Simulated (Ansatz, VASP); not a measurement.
# Two plane-wave programs on Y

File POSCAR:

```
Y
1.0
    4.7109923454      0.0000000000      0.0000000000
   -2.3554961728      4.0798390482      0.0000000000
    0.0000000000      0.0000000000      5.3447785157
Y
3
Direct
    0.2254000000      0.0000000000      0.3333333333
    0.0000000000      0.2254000000      0.6666666667
    0.7746000000      0.7746000000      0.0000000000
```

Contents of INCAR.step1:

```
PREC = Accurate ; ENCUT = 600
ISMEAR = 0 ; SIGMA = 0.1
LREAL = F ; LASPH = T
NELM = 100 ; GGA = PE
ALGO = Normal ; EDIFF = 1E-4
LWAVE = T ; LCHARG = F
```

The input INCAR.step2:

```
PREC = Accurate ; ENCUT = 600
EDIFF = 1E-6 ; ISMEAR = 0
SIGMA = 0.1 ; LREAL = F
LASPH = T ; NELM = 100
ALGO = Normal ; ISIF = 3
LWAVE = F ; LCHARG = F
METAGGA = R2SCAN ; LMIXTAU = T
IBRION = 2 ; NSW = 90
EDIFFG = -0.04 ; ISTART = 1
```

Contents of KPOINTS:

```
Automatic mesh
0
Gamma
  6 6 4
```

Input for Ansatz:

```yaml
crystal:
  lattice:
    - [4.7109923454, 0.0, 0.0]
    - [-2.3554961728, 4.0798390482, 0.0]
    - [0.0, 0.0, 5.3447785157]
  atoms:
    - { symbol: "Y", position: [0.2254, 0.0, 0.3333333333] }
    - { symbol: "Y", position: [0.0, 0.2254, 0.6666666667] }
    - { symbol: "Y", position: [0.7746, 0.7746, 0.0] }
basis:
  ecutwfc: 500
kpoints:
  mp_grid: { grid: [6, 6, 4] }
hamiltonian:
  xc: r2scan
scf:
  occupations: { method: gaussian, width: 0.1 }
  lower_state_search: "off"
output:
  forces: true
  stress: true
  eigenvalues: true
relax:
  adjacent_minimum: "off"
  f_tol: 0.04
  max_steps: 70
  cell: { stress_tol: 0.4 }
```

Alike in both runs: task relaxation of cell and atoms; functional r2SCAN; k mesh 6 × 6 × 4; occupations gaussian, width 0.1 eV; no spin polarisation.

```csv
,VASP,Ansatz
version,VASP 6.6.1,Ansatz 0.2.0
potentials or method,"VASP PAW PBE potentials, release 64 (Y_sv), cutoff 600 eV","scalar-relativistic, plane waves, PAW"
valence electrons in the cell,33,33
```

```csv
,VASP,Ansatz,Ansatz less VASP
"gap on the k mesh at the Fermi level, each at its own relaxed structure (eV)",none,none,-
relaxed volume (Å³/atom),33.31,33.37,+0.058
relaxed cell length with the largest relative difference (Å),3.607,5.696,+2.0885
```

VASP's potentials were made for PBE, not for r2SCAN. A gap of «none» marks a metal or a gap that the smearing closes. One of these differences is far larger than is usual between the two programs; its cause wasn't traced.
